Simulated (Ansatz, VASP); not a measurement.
One calculation of Br, two programs

```
Br
1.0
     3.10539    0.00000    0.00000
     0.00000    3.10539    0.00000
     0.00000    0.00000    3.10539
Br
1
Direct
  0.00000 0.00000 0.00000
```

Alike in both runs: task single point; functional PBE; k mesh 12 × 12 × 12; occupations fermi-dirac, width 0.1 eV; no spin polarisation.

|  | VASP | Ansatz |
| --- | --- | --- |
| version | VASP 6.6.1 | Ansatz 0.2.0 |
| potentials or method | VASP PAW PBE potentials, release 64 (Br), cutoff 520 eV | all-electron LAPW, scalar-relativistic |

|  | VASP | Ansatz | Ansatz less VASP |
| --- | --- | --- | --- |
| pressure (GPa) | 0.0 | 0.0 | +0.01 |

Ansatz ran all-electron here, and VASP with PAW potentials.
